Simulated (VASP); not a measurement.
Runs of VASP 6.6.1 on C. The structure is cubic, space group Fd-3m (No. 227). Conventional cell: a = 3.560 Å, b = 3.560 Å, c = 3.560 Å, α = 90.00°, β = 90.00°, γ = 90.00°. C (site symmetry -43m) has 4 C at 1.54 Å within 2.1 Å. 

```tsv
level	k mesh	grid for exact exchange (PRECFOCK)	share of exact exchange	screening parameter	gap on the mesh (eV)	pressure (GPa)
PBE	8 × 8 × 8	-	-	-	4.14	(a)
PBE-based screened hybrid with 15 % exact exchange	6 × 6 × 6	Normal	0.15	0.3 1/Å	(b)	-0.7
PBE-based screened hybrid with 30 % exact exchange	6 × 6 × 6	Normal	0.3	0.5 1/Å	4.87	-4.6
HSE06	6 × 6 × 6	Normal	0.25	0.2079 1/Å	5.33	-4.8
PBE-based screened hybrid with 75 % exact exchange	6 × 6 × 6	Normal	0.75	0.5 1/Å	(d)	(c)
PBE-based screened hybrid with 40 % exact exchange	6 × 6 × 6	Normal	0.4	0.3 1/Å	5.68	-9.7
PBE	4 × 4 × 4	-	-	-	4.45	6.0
```

Alike in all rows: task single point; potentials or basis VASP PAW PBE potentials, release 64 (C); no spin polarisation; cell as given; cutoff (eV) 520; smearing gaussian 0.01 eV.

**Question.** Fill in the values left out.

**Answer.** (a) 4.9; (b) 4.72; (c) -18.0; (d) 5.99.

Caveats: some runs use coarse meshes; the PAW data sets were made with another functional, which shifts forces and pressure a little (at least some runs); the cell stands under pressure (at least some runs).

A k mesh can miss the band edges.
